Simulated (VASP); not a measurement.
Here is a VASP 6.6.1 calculation.

File INCAR:

```
SYSTEM = SnSe
ALGO = Normal ; EDIFF = 1E-7
ENCUT = 520 ; GGA = PS
ISIF = 2 ; ISMEAR = -1
LASPH = .TRUE. ; LCHARG = .FALSE.
LREAL = .FALSE. ; LWAVE = .FALSE.
NBANDS = 28 ; NELM = 100
PREC = Accurate ; SIGMA = 0.02
```

File KPOINTS:

```
k-points
0
G
  6 6 4
  0 0 0
```

POSCAR

```
SnSe
1.0
    5.0145700363      0.0000000000      0.0000000000
   -2.5072850181      4.3427450405      0.0000000000
    0.0000000000      0.0000000000      6.0118631684
Sn Se
2 2
Direct
    0.3333333333      0.6666666667      0.2500000000
    0.6666666667      0.3333333333      0.7500000000
    0.6666666667      0.3333333333      0.2500000000
    0.3333333333      0.6666666667      0.7500000000
```

Potentials or basis: VASP PAW PBE potentials, release 64 (Sn_d, Se).

The run is started by

```console
$ cat potpaw_PBE.64/Sn_d/POTCAR potpaw_PBE.64/Se/POTCAR > POTCAR
$ mpirun -np 1 vasp_std > vasp.out
```

Question: Estimate the pressure.

Answer: 0.0 GPa.

Question: What does it give for the band gap on the k mesh?

Answer: 0.28 eV.

Caveat: the PAW data sets were made with another functional, which shifts forces and pressure a little; spin-orbit coupling is left out, which moves the levels of the heavy elements. A k mesh can miss the band edges.
